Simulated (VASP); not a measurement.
Input of a VASP 6.6.1 run:

The input INCAR:

```
SYSTEM = TaSiO4
PREC     = Accurate       ! precision mode
ENCUT    = 520            ! plane-wave cutoff, eV
EDIFF    = 1E-6           ! SCF threshold, eV
ISMEAR   = 0              ! smearing method
SIGMA    = 0.1            ! smearing width, eV
LREAL    = .False.        ! projectors in reciprocal space
LASPH    = .True.         ! aspherical terms in the spheres
NELM     = 100            ! most SCF steps
ALGO     = Normal         ! electronic algorithm
ISIF     = 2              ! what is computed and relaxed
LWAVE    = .False.        ! write WAVECAR
LCHARG   = .True.         ! write CHGCAR
GGA      = PE             ! functional
LELF     = .True.         ! ELF
LVHAR    = .True.       
NBANDS   = 28             ! bands
```

Contents of KPOINTS:

```
regular mesh
0
Gamma
  12 12 6
  0 0 0
```

The input POSCAR:

```
TaSiO4
1.0
    3.6660443572      0.0000000000      0.0000000000
   -1.8330221786      3.1748875447      0.0000000000
    0.0000000000      0.0000000000      7.2556548506
Ta Si O
1 1 4
Direct
    0.0000000000      0.0000000000      0.5000000000
    0.0000000000      0.0000000000      0.0000000000
    0.0000000000      0.0000000000      0.7831592405
    0.0000000000      0.0000000000      0.2168407595
    0.3333333333      0.6666666667      0.5000000000
    0.6666666667      0.3333333333      0.5000000000
```

Potentials or basis: VASP PAW PBE potentials, release 64 (Ta_pv, Si, O).

Run with:

```console
$ cat potpaw_PBE.64/Ta_pv/POTCAR potpaw_PBE.64/Si/POTCAR potpaw_PBE.64/O/POTCAR > POTCAR
$ mpirun -np 1 vasp_std > vasp.out
```

Problem. What does it give for the largest force?

Solution. 0.116 eV/Å.

Problem. Predict the pressure.

Solution. 0.4 GPa.

Stress tensor (GPa, compression positive):
```
0.30 0.00 0.00
0.00 0.30 0.00
0.00 0.00 0.60
```

Caveat: an odd number of electrons without spin polarisation forces a metal; a magnetic or distorted state may lie lower.
